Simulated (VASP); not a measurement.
The system is As.

```
CELL_PARAMETERS angstrom
5.06265 0.00000 0.00000
-2.53132 4.38438 0.00000
0.00000 0.00000 3.10362
ATOMIC_POSITIONS crystal
As 0.00000 0.00000 0.00000
As 0.33333 0.66667 0.50000
As 0.66667 0.33333 0.50000
```

This isn't the form of As at room conditions, which is rhombohedral.

```yaml
Program: VASP 6.6.1
Task: relaxation of cell and atoms
Functional: r2SCAN
Potentials_or_basis: VASP PAW PBE potentials, release 64 (As)
Cutoff: 600 eV
k_mesh: 6 × 6 × 6
Occupations: gaussian, width 0.1 eV
Spin: no spin polarisation
```

At the start: pressure -10.6 GPa; volume 22.96 Å³/atom.

Task: Where does the relaxation end?

Result: Over 10 steps the energy falls by 184.2 meV/atom and the volume is 19.14 Å³/atom (-16.6 %); space group P6/mmm (No. 191, to 0.1 Å) before and after.

Step by step:
| step | energy change (eV) | largest force (eV/Å) | pressure (GPa) | volume (Å³) |
| --- | --- | --- | --- | --- |
| 1 | 0.0000 | 0.0000 | -10.58 | 68.89 |
| 2 | -0.4559 | 0.0000 | 4.36 | 54.83 |
| 3 | -0.4802 | 0.0000 | 0.60 | 56.99 |
| 4 | -0.5358 | 0.0000 | 0.82 | 56.74 |
| 5 | -0.5288 | 0.0000 | 3.03 | 56.11 |
| 6 | -0.5449 | 0.0000 | 1.71 | 56.43 |
| 7 | -0.5459 | 0.0000 | 1.03 | 56.65 |
| 8 | -0.5488 | 0.0000 | 1.34 | 56.54 |
| 9 | -0.5512 | 0.0000 | -0.75 | 57.95 |
| 10 | -0.5525 | 0.0000 | 0.01 | 57.42 |

Final structure:
```
As
1.0
     4.91232    0.00000    0.00000
    -2.45616    4.25419    0.00000
     0.00000    0.00000    2.74766
As
3
Direct
  0.00000 0.00000 0.00000
  0.33333 0.66667 0.50000
  0.66667 0.33333 0.50000
```

Caveat: the volume moved by over 15 % at a fixed basis, so the end points are rough; the PAW data sets were made with another functional, which shifts forces and pressure a little.
